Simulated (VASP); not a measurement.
BeAs:

```xyz
2
Lattice="3.0774 0.0000 0.0000 0.0000 3.0774 0.0000 0.0000 0.0000 3.0774" Properties=species:S:1:pos:R:3 pbc="T T T"
Be    0.0000    0.0000    0.0000
As    1.5387    1.5387    1.5387
```

* Program: VASP 6.6.1
* Task: relaxation of cell and atoms
* Functional: PBE
* Potentials or basis: VASP PAW PBE potentials, release 64 (Be, As)
* Cutoff: 600 eV
* k mesh: 18 × 18 × 18
* Occupations: gaussian, width 0.1 eV
* Spin: no spin polarisation

At the start: pressure -2.8 GPa; volume 14.57 Å³/atom.

Where does the relaxation end?

Over 3 steps the energy falls by 4.6 meV/atom and the volume is 14.07 Å³/atom (-3.4 %); space group Pm-3m (No. 221, to 0.1 Å) before and after.

The path:
| step | energy change (eV) | largest force (eV/Å) | pressure (GPa) | volume (Å³) |
| --- | --- | --- | --- | --- |
| 1 | 0.0000 | 0.0000 | -2.83 | 29.14 |
| 2 | -0.0091 | 0.0000 | 0.23 | 28.07 |
| 3 | -0.0091 | 0.0000 | 0.00 | 28.14 |

Final structure:
```yaml
crystal:
  lattice:
    - [3.04181, 0.00000, 0.00000]
    - [0.00000, 3.04181, 0.00000]
    - [0.00000, 0.00000, 3.04181]
  atoms:
    - { symbol: Be, position: [0.00000, 0.00000, 0.00000] }
    - { symbol: As, position: [0.50000, 0.50000, 0.50000] }
```

Caveat: the highest band is partly filled, so the run has too few bands.
